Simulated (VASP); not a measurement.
# AlSn (P-6m2) in VASP: notebook

AlSn is run at these levels: LDA, PBE, PBEsol, RPBE, revPBE; tasks: relaxation of cell and atoms.

Everything below comes from runs of VASP 6.6.1. Logs are shortened: lines on timing, memory, paths and dates and some standing lists are left out, and cuts for length are marked.

### Step 1. The cell of the first run

It takes space group P-6m2 (No. 187, hexagonal). The conventional cell has a = 4.198 Å, b = 4.198 Å, c = 3.307 Å, α = 90.00°, β = 90.00°, γ = 120.00°. Within 3.9 Å of Sn (site symmetry -6m2) lie 6 Al at 2.93 Å and 2 Sn at 3.31 Å. Al (site symmetry -6m2) has 6 Sn at 2.93 Å and 2 Al at 3.31 Å within 3.9 Å.

### Step 2. Relaxation of cell and atoms, LDA

INCAR reads:

```
SYSTEM = AlSn
PREC = Accurate
ENCUT = 600
EDIFF = 1E-7
ISMEAR = -1
SIGMA = 0.05
LREAL = .FALSE.
LASPH = .TRUE.
NELM = 80
ALGO = Fast
ISIF = 3
LWAVE = .FALSE.
LCHARG = .FALSE.
IBRION = 2
NSW = 60
EDIFFG = -0.01
```

KPOINTS reads:

```
Automatic mesh
0
G
  7 7 8
  0 0 0
```

POSCAR reads:

```
AlSn
1.0
    4.1981056157      0.0000000000      0.0000000000
   -2.0990528078      3.6356661109      0.0000000000
    0.0000000000      0.0000000000      3.3068470000
Sn Al
1 1
Direct
    0.3333333333      0.6666666667      0.5000000000
    0.0000000000      0.0000000000      0.0000000000
```

Potentials or basis: VASP PAW LDA potentials, release 64 (Sn_d, Al).

Run with:

```bash
$ cat potpaw_LDA.64/Sn_d/POTCAR potpaw_LDA.64/Al/POTCAR > POTCAR
$ mpirun -np 1 vasp_std > vasp.out
```

OUTCAR:

```text
SYSTEM = AlSn
   PREC = Accurate
   ENCUT = 600
   EDIFF = 1E-7
   ISMEAR = -1
   LREAL = .FALSE.
   LASPH = .TRUE.
   NELM = 80
   ISIF = 3
   IBRION = 2
   NSW = 60
   EDIFFG = -0.01

 ion  position               nearest neighbor table
   1  0.333  0.667  0.500-   2 2.93   2 2.93   2 2.93   2 2.93   2 2.93   2 2.93
   2  0.000  0.000  0.000-   1 2.93   1 2.93   1 2.93   1 2.93   1 2.93   1 2.93

  LATTYP: Found a hexagonal cell.
 ALAT       =     4.1981056157
 C/A-ratio  =     0.7876998110

  Lattice vectors:

 A1 = (   4.1981056157,   0.0000000000,   0.0000000000)
 A2 = (  -2.0990528078,   3.6356661109,   0.0000000000)
 A3 = (   0.0000000000,   0.0000000000,   3.3068470000)

Analysis of symmetry for initial positions (statically):
=====================================================================
 Subroutine PRICEL returns:
 Original cell was already a primitive cell.

 Routine SETGRP: Setting up the symmetry group for a
 hexagonal supercell.

 Subroutine GETGRP returns: Found 12 space group operations
 (whereof 12 operations were pure point group operations)
 out of a pool of 24 trial point group operations.

The static configuration has the point symmetry D_3h.

Analysis of symmetry for dynamics (positions and initial velocities):
=====================================================================
 Subroutine PRICEL returns:
 Original cell was already a primitive cell.

 Routine SETGRP: Setting up the symmetry group for a
 hexagonal supercell.

 Subroutine GETGRP returns: Found 12 space group operations
 (whereof 12 operations were pure point group operations)
 out of a pool of 24 trial point group operations.

The dynamic configuration has the point symmetry D_3h.

 Subroutine INISYM returns: Found 12 space group operations
 (whereof 12 operations are pure point group operations),
 and found     1 'primitive' translations

----------------------------------------------------------------------------------------

                                     Primitive cell

  volume of cell :      50.4721

  direct lattice vectors                    reciprocal lattice vectors
     4.198105616  0.000000000  0.000000000     0.238202678  0.137526380  0.000000000
    -2.099052808  3.635666111  0.000000000     0.000000000  0.275052760  0.000000000
     0.000000000  0.000000000  3.306847000     0.000000000  0.000000000  0.302402863

  length of vectors
     4.198105616  4.198105616  3.306847000     0.275052760  0.275052760  0.302402863

  position of ions in fractional coordinates (direct lattice)
     0.333333333  0.666666667  0.500000000
     0.000000000  0.000000000  0.000000000

  ion indices of the primitive-cell ions
   primitive index   ion index
                 1           1
                 2           2

----------------------------------------------------------------------------------------

 KPOINTS: Automatic mesh

Automatic generation of k-mesh.
 Grid dimensions read from file:
 generate k-points for:    7    7    8

 Generating k-lattice:

  Cartesian coordinates                     Fractional coordinates (reciprocal lattice)
     0.034028954  0.019646626  0.000000000     0.142857143  0.000000000  0.000000000
     0.000000000  0.039293251  0.000000000     0.000000000  0.142857143  0.000000000
     0.000000000  0.000000000  0.037800358     0.000000000  0.000000000  0.125000000

  Length of vectors
     0.039293251  0.039293251  0.037800358

  Shift w.r.t. Gamma in fractional coordinates (k-lattice)
     0.000000000  0.000000000  0.000000000

 Subroutine IBZKPT returns following result:
 ===========================================

 Found     40 irreducible k-points:

 Following reciprocal coordinates:
            Coordinates               Weight
  0.000000  0.000000  0.000000      1.000000
  0.142857  0.000000  0.000000      6.000000
  0.285714  0.000000  0.000000      6.000000
  0.428571  0.000000  0.000000      6.000000
  0.142857  0.142857  0.000000      6.000000
  0.285714  0.142857  0.000000     12.000000
[... 16 lines left out ...]
  0.428571  0.142857  0.250000     12.000000
  0.285714  0.285714  0.250000     12.000000
 [... further k-points ...]
   k-points           NKPTS =     40   k-points in BZ     NKDIM =     40   number of bands    NBANDS=     12
   number of dos      NEDOS =    301   number of ions     NIONS =      2
   total plane-waves  NPLWV =  36288
   dimension x,y,z NGX =    36 NGY =   36 NGZ =   28
   dimension x,y,z NGXF=    72 NGYF=   72 NGZF=   56
   ions per type =               1   1
   NGX,Y,Z   is equivalent  to a cutoff of  14.26, 14.26, 14.08 a.u.
   NGXF,Y,Z  is equivalent  to a cutoff of  28.51, 28.51, 28.15 a.u.
 SYSTEM =  AlSn
   PREC   = accura    normal or accurate (medium, high low for compatibility)
   ISTART =      0    job   : 0-new  1-cont  2-samecut
   ICHARG =      2    charge: 1-file 2-atom 10-const
   ISPIN  =      1    spin polarized calculation?
   LNONCOLLINEAR =      F non collinear calculations
   LSORBIT =      F    spin-orbit coupling
   LASPH  =      T    aspherical Exc in radial PAW
   ENCUT  =  600.0 eV  44.10 Ry    6.64 a.u.   8.38  8.38  6.60*2*pi/ulx,y,z
   NELM   =     80;   NELMIN=  2; NELMDL= -5     # of ELM steps
   EDIFF  = 0.1E-06   stopping-criterion for ELM
   LREAL  =      F    real-space projection
   EDIFFG = -.1E-01   stopping-criterion for IOM
   NSW    =     60    number of steps for IOM
   IBRION =      2    ionic relax: 0-MD 1-quasi-New 2-CG
   NFREE  =      1    steps in history (QN), initial steepest desc. (CG)
   ISIF   =      3    stress and relaxation
   ISYM   =      2    0-nonsym 1-usesym 2-fastsym
   POTIM  = 0.5000    time-step for ionic-motion
   TEBEG  =    0.0;   TEEND  =   0.0 temperature during run
   PSTRESS=    0.0 pullay stress
   NELECT =      17.0000    total number of electrons
   NUPDOWN=      -1.0000    fix difference up-down
   EMIN   =  10.00;   EMAX   =-10.00  energy-range for DOS
   EFERMI =   0.00;   METHOD = LEGACY
   ISMEAR =    -1;   SIGMA  =   0.05  broadening in eV -4-tet -1-fermi 0-gaus
   EFERMI_NEDOS =   21; number of points for ismear=-14 and -15
   IALGO  =     68    algorithm
   IMIX   =      4    mixing-type and parameters
     AMIX     =   0.40;   BMIX     =  1.00
     AMIX_MAG =   1.60;   BMIX_MAG =  1.00
  volume/ion in A,a.u.               =      25.24       170.30
  Fermi-wavevector in a.u.,A,eV,Ry     =   1.139044  2.152482 17.652500  1.297422
  Thomas-Fermi vector in A             =   2.275748
   LORBIT       =      0    0 simple, 1 ext, 2 COOP (PROOUT), +10 PAW based schemes
   GGA     = CA    functional components
   LHFCALC =     F    Hartree Fock is set to
   AEXX    =    0.0000 exact exchange contribution
   IVDW    =     0    specifies the selected vdW correction
   LEPSILON=     F    determine dielectric tensor
   LRPA    =     F    only Hartree local field effects (RPA)
 conjugate gradient relaxation of ions
 non-spin polarized calculation
 RMM-DIIS sequential band-by-band and
  energy-cutoff  :      600.00
  volume of cell :       50.47
 maximum number of plane-waves:      1730
 NGX is ok and might be reduce to    36
   NGX = 17   NGY = 17   NGZ = 13

--------------------------------------- Ionic step        1  -------------------------------------------

 number of electron      17.0000000 magnetization

 Free energy of the ion-electron system (eV)
  ---------------------------------------------------
  ext. energy  EPLUGINS =         0.00000000
  ---------------------------------------------------
  free energy    TOTEN  =        -8.30123132 eV

  energy without entropy =       -8.29749917  energy(sigma->0) =       -8.29936525

 E-fermi :   6.1834     XC(G=0):  -9.7652

 val. band max:        6.0902277775   @ k =   0.2857   0.2857   0.2500
 cond. band min:       6.2026842868   @ k =   0.0000   0.0000   0.1250
 fundamental gap:      0.1124565092
 Fermi energy:         6.1833684675

 k-point     1 :       0.0000    0.0000    0.0000
  band No.  band energies     occupation
      1     -15.0807      2.00000
      2     -14.9740      2.00000
      3     -14.9740      2.00000
      4     -14.9543      2.00000
      5     -14.9543      2.00000
      6      -4.2694      2.00000
      7       5.9743      1.96988
      8       5.9743      1.96988
      9       6.7916      0.00001
     10       8.7528      0.00000
     11       9.3482      0.00000
     12       9.3482      0.00000

 k-point     2 :       0.1429    0.0000    0.0000
  band No.  band energies     occupation
      1     -15.0791      2.00000
      2     -14.9745      2.00000
      3     -14.9703      2.00000
      4     -14.9555      2.00000
      5     -14.9546      2.00000
      6      -4.0599      2.00000
      7       3.9719      2.00000
      8       5.5188      2.00000
      9       7.8484      0.00000
     10       8.9635      0.00000
     11       9.6441      0.00000
     12      10.2133      0.00000
[... 451 lines left out ...]
 VOLUME and BASIS-vectors are now :
 -----------------------------------------------------------------------------
  energy-cutoff  :      600.00
  volume of cell :       47.59
      direct lattice vectors                 reciprocal lattice vectors
     4.108921931 -0.000000000  0.000000000     0.243372840  0.140511375 -0.000000000
    -2.054460965  3.558430774 -0.000000000     0.000000000  0.281022749 -0.000000000
     0.000000000  0.000000000  3.254517801     0.000000000  0.000000000  0.307265181

 POSITION                                       TOTAL-FORCE (eV/Angst)
 -----------------------------------------------------------------------------------
     -0.00000      2.37229      1.62726         0.000000      0.000000      0.000000
      0.00000     -0.00000      0.00000        -0.000000     -0.000000      0.000000
 -----------------------------------------------------------------------------------
    total drift:                                0.000000     -0.000000     -0.000000

  FREE ENERGIE OF THE ION-ELECTRON SYSTEM (eV)
  ---------------------------------------------------
  free  energy   TOTEN  =        -8.3299176789 eV

  energy  without entropy=       -8.3257752197  energy(sigma->0) =       -8.32784645

--------------------------------------- Ionic step        5  -------------------------------------------

 number of electron      16.9999999 magnetization

 Free energy of the ion-electron system (eV)
  ---------------------------------------------------
  ext. energy  EPLUGINS =         0.00000000
  ---------------------------------------------------
  free energy    TOTEN  =        -8.33000048 eV

  energy without entropy =       -8.32615333  energy(sigma->0) =       -8.32807691

 E-fermi :   6.8176     XC(G=0): -10.0142

 val. band max:        6.7073237546   @ k =   0.2857   0.2857   0.2500
 cond. band min:       6.8700891321   @ k =   0.0000   0.0000   0.1250
 fundamental gap:      0.1627653775
 Fermi energy:         6.8175678722

 k-point     1 :       0.0000    0.0000    0.0000
  band No.  band energies     occupation
      1     -14.4995      2.00000
      2     -14.3764      2.00000
      3     -14.3764      2.00000
      4     -14.3528      2.00000
      5     -14.3528      2.00000
      6      -4.0294      2.00000
      7       6.6316      1.95268
      8       6.6316      1.95268
      9       7.8614      0.00000
     10       9.3566      0.00000
     11      10.0624      0.00000
     12      10.0624      0.00000

 k-point     2 :       0.1429    0.0000    0.0000
  band No.  band energies     occupation
      1     -14.4975      2.00000
      2     -14.3771      2.00000
      3     -14.3715      2.00000
      4     -14.3544      2.00000
      5     -14.3532      2.00000
      6      -3.8059      2.00000
      7       4.6312      2.00000
      8       6.1366      2.00000
      9       8.6879      0.00000
     10       9.5811      0.00000
     11      10.5272      0.00000
     12      10.9853      0.00000
[... 343 lines left out ...]
 VOLUME and BASIS-vectors are now :
 -----------------------------------------------------------------------------
  energy-cutoff  :      600.00
  volume of cell :       47.56
      direct lattice vectors                 reciprocal lattice vectors
     4.104409667 -0.000000000  0.000000000     0.243640397  0.140665849 -0.000000000
    -2.052204833  3.554523039 -0.000000000     0.000000000  0.281331697 -0.000000000
     0.000000000  0.000000000  3.259895195     0.000000000  0.000000000  0.306758328

 POSITION                                       TOTAL-FORCE (eV/Angst)
 -----------------------------------------------------------------------------------
     -0.00000      2.36968      1.62995        -0.000000      0.000000      0.000000
      0.00000      0.00000     -0.00000         0.000000     -0.000000      0.000000
 -----------------------------------------------------------------------------------
    total drift:                                0.000000     -0.000000     -0.000000

  FREE ENERGIE OF THE ION-ELECTRON SYSTEM (eV)
  ---------------------------------------------------
  free  energy   TOTEN  =        -8.3300004817 eV

  energy  without entropy=       -8.3261533337  energy(sigma->0) =       -8.32807691

 reached required accuracy - stopping structural energy minimisation
```

Wall time 3 min (1 thread of AMD EPYC 7R43 (Zen 3), shared host); peak memory 0.15 GiB.

What came out:

```
Free energy                            : -8.3300 eV
Relaxed volume                         : 23.78 Å³/atom
Relaxed cell                           : a = 4.104 Å, b = 4.104 Å, c = 3.260 Å, α = 90.00°, β = 90.00°, γ = 120.00°
Space group after relaxing (to 0.05 Å) : P-6m2 (No. 187)
Energy gained by relaxing              : 14.4 meV/atom
Ionic steps                            : 5
Pressure after relaxing                : 0.0 GPa
```

The path:
| step | energy change (eV) | largest force (eV/Å) | pressure (GPa) | volume (Å³) |
| --- | --- | --- | --- | --- |
| 1 | 0.0000 | 0.0000 | -3.02 | 50.47 |
| 2 | -0.0267 | 0.0000 | 0.73 | 47.07 |
| 3 | -0.0280 | 0.0000 | 0.00 | 47.64 |
| 4 | -0.0287 | 0.0000 | 0.00 | 47.59 |
| 5 | -0.0288 | 0.0000 | 0.01 | 47.56 |

Final structure:
```xyz
2
Lattice="4.1044 0.0000 0.0000 -2.0522 3.5545 0.0000 0.0000 0.0000 3.2599" Properties=species:S:1:pos:R:3 pbc="T T T"
Sn    0.0000    2.3697    1.6299
Al    0.0000    0.0000    0.0000
```

Levels at points of the mesh, in eV from the Fermi level:
```tsv
k point	band 4	band 5	band 6	band 7	band 8	band 9	band 10	band 11	band 12
(0.00, 0.00, 0.00)	-21.17	-21.17	-10.85	-0.19	-0.19	1.04	2.54	3.24	3.24
(0.00, 0.00, 0.50)	-21.18	-21.11	-7.71	-6.49	2.84	2.84	3.75	3.75	4.13
```

Caveat: spin-orbit coupling is left out, which moves the levels of the heavy elements.

### Step 3. Relaxation of cell and atoms, PBE

INCAR reads:

```
SYSTEM = AlSn
PREC = Accurate ; ENCUT = 600
EDIFF = 1E-7 ; ISMEAR = -1
SIGMA = 0.05 ; LREAL = .FALSE.
LASPH = .TRUE. ; NELM = 80
ALGO = Fast ; ISIF = 3
LWAVE = .FALSE. ; LCHARG = .FALSE.
GGA = PE ; IBRION = 2
NSW = 60 ; EDIFFG = -0.01
```

KPOINTS is that of step 2.

POSCAR is that of step 2.

Potentials or basis: VASP PAW PBE potentials, release 64 (Sn_d, Al).

Run with:

```bash
$ cat potpaw_PBE.64/Sn_d/POTCAR potpaw_PBE.64/Al/POTCAR > POTCAR
$ mpirun -np 1 vasp_std > vasp.out
```

OUTCAR:

```text
SYSTEM = AlSn
   PREC = Accurate
   ENCUT = 600
   EDIFF = 1E-7
   ISMEAR = -1
   LREAL = .FALSE.
   LASPH = .TRUE.
   NELM = 80
   ISIF = 3
   GGA = PE
   IBRION = 2
   NSW = 60
   EDIFFG = -0.01

 ion  position               nearest neighbor table
   1  0.333  0.667  0.500-   2 2.93   2 2.93   2 2.93   2 2.93   2 2.93   2 2.93
   2  0.000  0.000  0.000-   1 2.93   1 2.93   1 2.93   1 2.93   1 2.93   1 2.93

  LATTYP: Found a hexagonal cell.
 ALAT       =     4.1981056157
 C/A-ratio  =     0.7876998110
[... 599 lines left out ...]

  FORCE on cell =-STRESS in cart. coord.  units (eV):
  Direction    XX          YY          ZZ          XY          YZ          ZX
  --------------------------------------------------------------------------------------
  -------------------------------------------------------------------------------------
  Total       -0.0135187     -0.0135187     -0.0077790     -0.0000000      0.0000000      0.0000000
  in kB       -0.4271671     -0.4271671     -0.2458037     -0.0000000      0.0000000      0.0000000
  external PRESSURE =      -0.3667127 kB  Pullay stress =       0.0000000 kB

 VOLUME and BASIS-vectors are now :
 -----------------------------------------------------------------------------
  energy-cutoff  :      600.00
  volume of cell :       50.70
      direct lattice vectors                 reciprocal lattice vectors
     4.201276076  0.000000000  0.000000000     0.238022920  0.137422597  0.000000000
    -2.100638038  3.638411810  0.000000000    -0.000000000  0.274845194  0.000000000
     0.000000000 -0.000000000  3.317061728     0.000000000  0.000000000  0.301471628

 POSITION                                       TOTAL-FORCE (eV/Angst)
 -----------------------------------------------------------------------------------
     -0.00000      2.42561      1.65853        -0.000000     -0.000000      0.000000
      0.00000      0.00000      0.00000         0.000000      0.000000      0.000000
 -----------------------------------------------------------------------------------
    total drift:                                0.000000     -0.000000     -0.000000

  FREE ENERGIE OF THE ION-ELECTRON SYSTEM (eV)
  ---------------------------------------------------
  free  energy   TOTEN  =        -7.2030727174 eV

  energy  without entropy=       -7.1992455739  energy(sigma->0) =       -7.20115915

 reached required accuracy - stopping structural energy minimisation
```

CONTCAR:

```text
AlSn
   1.00000000000000
     4.2012760755714114    0.0000000000000436    0.0000000000000000
    -2.1006380377356302    3.6384118096901492    0.0000000000000000
     0.0000000000000000   -0.0000000000000000    3.3170617283350290
  Sn              Al
     1     1
Direct
     0.3333333332999970    0.6666666667000030    0.5000000000000000
     0.0000000000000000    0.0000000000000000    0.0000000000000000

  0.00000000E+00  0.00000000E+00  0.00000000E+00
  0.00000000E+00  0.00000000E+00  0.00000000E+00
```

Run time: 82 s. Hardware: 1 thread of AMD EPYC 7R43 (Zen 3), shared host; peak memory 0.17 GiB.

What came out:

```
Free energy                            : -7.2031 eV
Relaxed volume                         : 25.35 Å³/atom
Relaxed cell                           : a = 4.201 Å, b = 4.201 Å, c = 3.317 Å, α = 90.00°, β = 90.00°, γ = 120.00°
Space group after relaxing (to 0.05 Å) : P-6m2 (No. 187)
Energy gained by relaxing              : 0.1 meV/atom
Ionic steps                            : 2
Pressure after relaxing                : 0.0 GPa
```

Step by step:
```csv
step,energy change (eV),largest force (eV/Å),pressure (GPa),volume (Å³)
1,0.0000,0.0000,0.20,50.47
2,-0.0002,0.0000,-0.04,50.70
```

Final structure:
```
CELL_PARAMETERS angstrom
4.20128 0.00000 0.00000
-2.10064 3.63841 0.00000
0.00000 0.00000 3.31706
ATOMIC_POSITIONS crystal
Sn 0.33333 0.66667 0.50000
Al 0.00000 0.00000 0.00000
```

Levels at points of the mesh, in eV from the Fermi level:
```
           k point  band 4  band 5  band 6  band 7  band 8  band 9  band 10  band 11  band 12
(0.00, 0.00, 0.00)  -21.24  -21.24  -10.42   -0.20   -0.20    0.69     2.55     3.14     3.14
(0.00, 0.00, 0.50)  -21.25  -21.19   -7.42   -6.20    2.72    2.72     3.57     3.57     3.76
```

Caveat: spin-orbit coupling is left out, which moves the levels of the heavy elements.

(Continued in part 2 of 2.)
